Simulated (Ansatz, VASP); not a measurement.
Al: VASP beside Ansatz

Contents of POSCAR:

```
Al
1.0
    0.0000000000      1.7681093890      2.6521640835
    1.7681093890      0.0000000000      2.6521640835
    1.7681093890      1.7681093890      0.0000000000
Al
1
Direct
    0.0000000000      0.0000000000      0.0000000000
```

INCAR.step1

```
PREC     = Accurate       # precision mode
ENCUT    = 520            # plane-wave cutoff, eV
ISMEAR   = 0              # smearing method
SIGMA    = 0.2            # smearing width, eV
LREAL    = F              # projectors in reciprocal space
LASPH    = T              # aspherical terms in the spheres
NELM     = 80             # most SCF steps
NBANDS   = 8              # bands
GGA      = PE             # functional
ALGO     = Normal         # electronic algorithm
EDIFF    = 1E-4           # SCF threshold, eV
LWAVE    = T              # write WAVECAR
LCHARG   = F              # write CHGCAR
```

Contents of INCAR.step2:

```
PREC     = Accurate       # precision mode
ENCUT    = 520            # plane-wave cutoff, eV
EDIFF    = 1E-7           # SCF threshold, eV
ISMEAR   = 0              # smearing method
SIGMA    = 0.2            # smearing width, eV
LREAL    = F              # projectors in reciprocal space
LASPH    = T              # aspherical terms in the spheres
NELM     = 80             # most SCF steps
ALGO     = Normal         # electronic algorithm
ISIF     = 2              # what is computed and relaxed
LWAVE    = F              # write WAVECAR
LCHARG   = F              # write CHGCAR
METAGGA  = R2SCAN         # meta-GGA
LMIXTAU  = T            
NBANDS   = 8              # bands
ISTART   = 1
```

Contents of KPOINTS:

```
regular mesh
0
Gamma
  22 22 22
```

Input for Ansatz:

```yaml
crystal:
  lattice:
    - [0.0, 1.768109389, 2.6521640835]
    - [1.768109389, 0.0, 2.6521640835]
    - [1.768109389, 1.768109389, 0.0]
  atoms:
    - { symbol: Al, position: [0.0, 0.0, 0.0] }
basis:
  ecutwfc: 500
kpoints:
  mp_grid: { grid: [22, 22, 22] }
hamiltonian:
  xc: r2scan
scf:
  occupations: { method: gaussian, width: 0.2 }
output:
  forces: true
  stress: true
  eigenvalues: true
```

Alike in both runs: task single point; functional r2SCAN; k mesh 22 × 22 × 22; occupations gaussian, width 0.2 eV; no spin polarisation.

|  | VASP | Ansatz |
| --- | --- | --- |
| version | VASP 6.6.1 | Ansatz 0.2.0 |
| potentials or method | VASP PAW PBE potentials, release 64 (Al), cutoff 520 eV | scalar-relativistic, plane waves, PAW |
| valence electrons in the cell | 3 | 3 |

```tsv
	VASP	Ansatz	Ansatz less VASP
gap on the k mesh at the Fermi level (eV)	none	none	-
pressure (GPa)	9.9	10.1	+0.27
traceless stress, the component that is largest in VASP (GPa)	-24.38	-24.49	-0.107
```

VASP's potentials were made for PBE, not for r2SCAN. A gap of «none» marks a metal or a gap that the smearing closes. With one functional, cell and mesh, what is left measures potentials, basis and numerics.
